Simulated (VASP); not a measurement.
# TaN: single point with r2SCAN

TaN:

```
Ta N
1.0
     0.00000    2.17900    2.17900
     2.17900    0.00000    2.17900
     2.17900    2.17900    0.00000
Ta N
1 1
Cartesian
  2.1790 2.1790 2.1790
  0.0000 0.0000 0.0000
```

```
Program                : VASP 6.6.1
Task                   : single point
Functional             : r2SCAN
Potentials or basis    : VASP PAW PBE potentials, release 64 (Ta_pv, N)
Cutoff                 : 520 eV
k mesh                 : 8 × 8 × 8
Occupations            : gaussian, width 0.1 eV
Spin                   : no spin polarisation
Dipole correction      : no
Further INCAR settings : ALGO = Normal; EDIFF = 1e-06; NBANDS = 15
```

- Pressure: 12.1 GPa
- Band gap on the k mesh: zero (band 8 reaches 11.94 eV, above the bottom of band 9 at 7.68 eV)

Levels at points of the mesh, in eV from the Fermi level:
```
           k point  band 6  band 7  band 8  band 9  band 10  band 11
(0.00, 0.00, 0.00)   -4.28   -4.28   -2.30   -2.30    -2.30     0.08
(0.50, 0.00, 0.00)   -8.26   -8.26    1.96    1.96     2.11     4.13
(0.50, 0.50, 0.00)   -5.87   -5.13   -5.13    2.25     3.65     3.65
```

Wall time 19 s on 1 thread of Intel(R) Xeon(R) 6975P-C (Granite Rapids), with other jobs on the host, peak memory 0.14 GiB.

Caveat: the PAW data sets were made with another functional, which shifts forces and pressure a little; spin-orbit coupling is left out, which moves the levels of the heavy elements.
